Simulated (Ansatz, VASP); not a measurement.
**Two plane-wave programs on Bi**

File INCAR:

```
SYSTEM = Bi
ALGO = Normal ; DIPOL = 0.5 0.5 0.324
EDIFF = 1E-6 ; ENCUT = 520
GGA = PE ; IDIPOL = 3
ISIF = 2 ; ISMEAR = 0
LASPH = .True. ; LCHARG = .False.
LDIPOL = .True. ; LREAL = .False.
LWAVE = .False. ; NBANDS = 38
NELM = 80 ; PREC = Accurate
SIGMA = 0.5
```

Contents of KPOINTS:

```
k-points
0
Gamma
  4 4 1
  0 0 0
```

The input POSCAR:

```
Bi
1.0
    5.1182504689      0.0000000000      0.0000000000
    0.0000000000      4.5196968759      0.0000000000
    0.0000000000      0.0000000000     29.3597916812
Bi
4
Direct
    0.0480844891      0.0000000000      0.3738669590
    0.4519155109      0.5000000000      0.3738669590
    0.5480844891      0.5000000000      0.2732765973
    0.9519155109      0.0000000000      0.2732765973
```

Input for Ansatz:

```yaml
crystal:
  lattice:
    - [5.1182504689, 0.0, 0.0]
    - [0.0, 4.5196968759, 0.0]
    - [0.0, 0.0, 29.3597916812]
  atoms:
    - { symbol: Bi, position: [0.0480844891, 0.0, 0.373866959] }
    - { symbol: Bi, position: [0.4519155109, 0.5, 0.373866959] }
    - { symbol: Bi, position: [0.5480844891, 0.5, 0.2732765973] }
    - { symbol: Bi, position: [0.9519155109, 0.0, 0.2732765973] }
  periodic: [true, true, false]
kpoints:
  mp_grid: { grid: [4, 4, 1] }
hamiltonian:
  xc: pbe
scf:
  occupations: { method: gaussian, width: 0.5 }
  n_extra_bands: 5
output:
  forces: true
  stress: true
  eigenvalues: true
```

Alike in both runs: task single point; functional PBE; k mesh 4 × 4 × 1; occupations gaussian, width 0.5 eV; no spin polarisation.

|  | VASP | Ansatz |
| --- | --- | --- |
| version | VASP 6.6.1 | Ansatz 0.2.0 |
| potentials or method | VASP PAW PBE potentials, release 64 (Bi_d) | plane waves |
| plane-wave cutoff (eV) | 520 | 420 |
| valence electrons in the cell | 60 | 60 |

|  | VASP | Ansatz | Ansatz less VASP |
| --- | --- | --- | --- |
| rms of the force components (eV/Å) | 0.116 | 0.111 | -0.0051 |

Atom by atom the forces differ by 0.005 eV/Å (rms over components).

Neither program's run includes spin-orbit coupling.
